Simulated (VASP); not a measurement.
Runs of VASP 6.6.1 on Ti. The structure is that of space group I4/mmm (No. 139), or close to it. The cells are those of the table. 

```csv
cell,gap on the mesh (eV),pressure (GPa)
"a = 2.949 Å, angles 100.0, 100.0, 130.6°, 1 atom",none,(a)
"a = 2.847 Å, angles 107.3, 107.3, 113.9°, 1 atom",none,-2.5
"a = 2.848 Å, angles 112.1, 112.1, 104.2°, 1 atom",none,-2.4
"a = 2.864 Å, angles 114.7, 114.7, 99.4°, 1 atom",none,(b)
"a = 2.879 Å, angles 103.5, 103.5, 122.2°, 1 atom",none,-2.6
"a = 2.858 Å, angles 105.4, 105.4, 118.0°, 1 atom",none,-2.6
"a = 2.912 Å, angles 101.5, 101.5, 126.9°, 1 atom",none,-2.1
"a = 2.888 Å, angles 117.3, 117.3, 94.8°, 1 atom",none,-1.9
```

Alike in all rows: task single point; level PBE; potentials or basis VASP PAW PBE potentials, release 64 (Ti_sv); no spin polarisation; k mesh 22 × 22 × 22; cutoff (eV) 520; smearing gaussian 0.15 eV.

Problem. Estimate the missing entries.

Solution. (a) -0.9; (b) -3.0.

A gap of «none» marks levels without a gap at the run's occupations.
